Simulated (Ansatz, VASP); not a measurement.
# One calculation of CdTe, two programs

```xyz
4
Lattice="4.7023 0.0000 0.0000 0.0000 4.7023 0.0000 0.0000 0.0000 6.4934" Properties=species:S:1:pos:R:3 pbc="T T T"
Cd    0.0000    0.0000    0.0000
Cd    2.3511    2.3511    0.0000
Te    2.3511    0.0000    4.7436
Te    0.0000    2.3511    1.7498
```

Change from the starting cell: ordered vacancies on the cation sites of antifluorite (P4/nmm, No. 129).

Alike in both runs: functional PBE; k mesh 6 × 6 × 4; occupations gaussian, width 0.02 eV; no spin polarisation.

Ansatz relaxed the structure, and its values are those at the end. VASP's run is a single point on that final structure, the one shown.

|  | VASP | Ansatz |
| --- | --- | --- |
| version | VASP 6.6.1 | Ansatz 0.2.0 |
| potentials or method | VASP PAW PBE potentials, release 64 (Cd, Te), cutoff 520 eV | scalar-relativistic, plane waves, PAW |
| valence electrons in the cell | 36 | 72 |

|  | VASP | Ansatz | Ansatz less VASP |
| --- | --- | --- | --- |
| gap on the k mesh at the Fermi level (eV) | 0.92 | 0.93 | +0.014 |
| least direct gap on the mesh (eV) | 0.92 | 0.93 | +0.014 |
| pressure (GPa) | 0.1 | 0.0 | -0.14 |
| rms of the force components (eV/Å) | 0.017 | 0.001 | -0.0163 |

With one functional, cell and mesh, what is left measures potentials, basis and numerics. VASP's potentials hold 36 valence electrons a cell and Ansatz's 72, so a difference there can come from the potentials and not from the codes.

Neither program's run includes spin-orbit coupling.
